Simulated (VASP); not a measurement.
The system is TePb.

```
CELL_PARAMETERS angstrom
0.00000 3.23100 3.23100
3.23100 0.00000 3.23100
3.23100 3.23100 0.00000
ATOMIC_POSITIONS crystal
Te 0.50000 0.50000 0.50000
Pb 0.00000 0.00000 0.00000
```

```yaml
Program: VASP 6.6.1
Task: relaxation of cell and atoms
Functional: LDA
Potentials_or_basis: VASP PAW LDA potentials, release 64 (Te, Pb_d)
Cutoff: 600 eV
k_mesh: 8 × 8 × 8
Occupations: gaussian, width 0.02 eV
Spin: no spin polarisation
```

At the start: pressure -1.6 GPa; volume 33.73 Å³/atom.

Problem. Where does the relaxation end?

Solution. Over 3 steps the energy falls by 6.2 meV/atom and the volume is 32.55 Å³/atom (-3.5 %); space group Fm-3m (No. 225, to 0.05 Å).

The path:
```tsv
step	energy change (eV)	largest force (eV/Å)	pressure (GPa)	volume (Å³)
1	0.0000	0.0000	-1.62	67.46
2	-0.0103	0.0000	0.71	64.18
3	-0.0123	0.0000	-0.01	65.09
```

Final structure:
```
Te Pb
1.0
     0.00000    3.19278    3.19278
     3.19278    0.00000    3.19278
     3.19278    3.19278    0.00000
Te Pb
1 1
Direct
  0.50000 0.50000 0.50000
  0.00000 0.00000 0.00000
```
